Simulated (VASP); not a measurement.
# Ti8H2CO18: single point with PBE+D3(BJ)

System: Ti8H2CO18, a slab with vacuum.

```
CELL_PARAMETERS angstrom
7.57474 0.00000 0.00000
-1.89369 5.14665 0.00000
0.00000 0.00000 23.86786
ATOMIC_POSITIONS crystal
O 0.15766 0.63063 0.33518
O 0.65766 0.63063 0.33518
O 0.29958 0.19832 0.37207
O 0.79958 0.19832 0.37207
O 0.47773 0.91090 0.39659
O 0.97773 0.91090 0.39659
O 0.11965 0.47860 0.43348
O 0.61965 0.47860 0.43348
O 0.22295 0.90059 0.48301
O 0.72662 0.90344 0.48483
O 0.36493 0.46122 0.52065
O 0.86485 0.45705 0.52104
O 0.54129 0.17671 0.55335
O 0.04765 0.18215 0.55604
O 0.18865 0.76164 0.58180
O 0.69113 0.74959 0.58256
O 0.82822 0.52600 0.70974
O 0.78598 0.23470 0.64074
Ti 0.06769 0.27077 0.36588
Ti 0.56769 0.27077 0.36588
Ti 0.20961 0.83846 0.40277
Ti 0.70961 0.83846 0.40277
Ti 0.13138 0.53158 0.51955
Ti 0.63422 0.53539 0.51870
Ti 0.27020 0.07880 0.54652
Ti 0.76801 0.07510 0.55199
C 0.86010 0.45731 0.65806
H 0.73610 0.37184 0.72692
H 0.96098 0.61725 0.63430
```

```json
{
 "Program": "VASP 6.6.1",
 "Task": "single point",
 "Functional": "PBE",
 "Dispersion": "D3(BJ)",
 "Potentials or basis": "VASP PAW PBE potentials, release 64 (O, Ti_sv, C, H)",
 "Cutoff": "520 eV",
 "k mesh": "2 × 3 × 1",
 "Occupations": "gaussian, width 0.05 eV",
 "Spin": "no spin polarisation",
 "Dipole correction": "yes",
 "Further INCAR settings": "LREAL = Auto; ALGO = Normal; EDIFF = 1e-06; NBANDS = 125"
}
```

* Largest force: 4.476 eV/Å
* Band gap on the k mesh: 2.04 eV
* Dispersion energy per atom: -0.142 eV

Forces on the atoms (eV/Å):
```
O    0.000 -1.588  1.019
O    0.000 -1.552  1.033
O    0.012  0.232 -1.093
O   -0.012  0.226 -1.105
O    0.009  0.307  0.081
O   -0.021  0.308  0.046
O    0.000 -0.844  0.176
O    0.004 -0.807  0.068
O   -0.008 -0.025 -0.062
O    0.002 -0.012 -0.057
O   -0.014  0.014 -0.004
O   -0.018  0.005 -0.003
O    0.003 -0.008  0.013
O   -0.001 -0.012  0.016
O   -0.005 -0.033  0.106
O    0.001 -0.043  0.091
O   -0.024  0.064  0.089
O   -0.042 -0.372 -0.149
Ti  -0.009  4.023  1.962
Ti   0.019  4.016  1.945
Ti   0.004 -2.219 -2.464
Ti   0.014 -2.077 -1.819
Ti   0.020 -0.038 -0.039
Ti   0.007 -0.030 -0.035
Ti   0.001  0.084  0.060
Ti  -0.012  0.077  0.066
C    0.106  0.350 -0.026
H   -0.033 -0.047  0.075
H   -0.003  0.003  0.009
```

Levels at points of the mesh, in eV from the valence-band top:
```tsv
k point	band 103	band 104	band 105	band 106	band 107	band 108
(0.00, 0.00, 0.00)	-0.31	-0.25	0.00	2.04	2.61	2.72
(0.50, 0.00, 0.00)	-0.30	-0.13	-0.12	2.60	2.62	2.82
```

Run time: 23 min on 1 thread of AMD EPYC 7R13 Processor (Zen 3) (shared host), peak memory 0.97 GiB.

Caveat: the k points lie up to 0.44 Å⁻¹ apart.
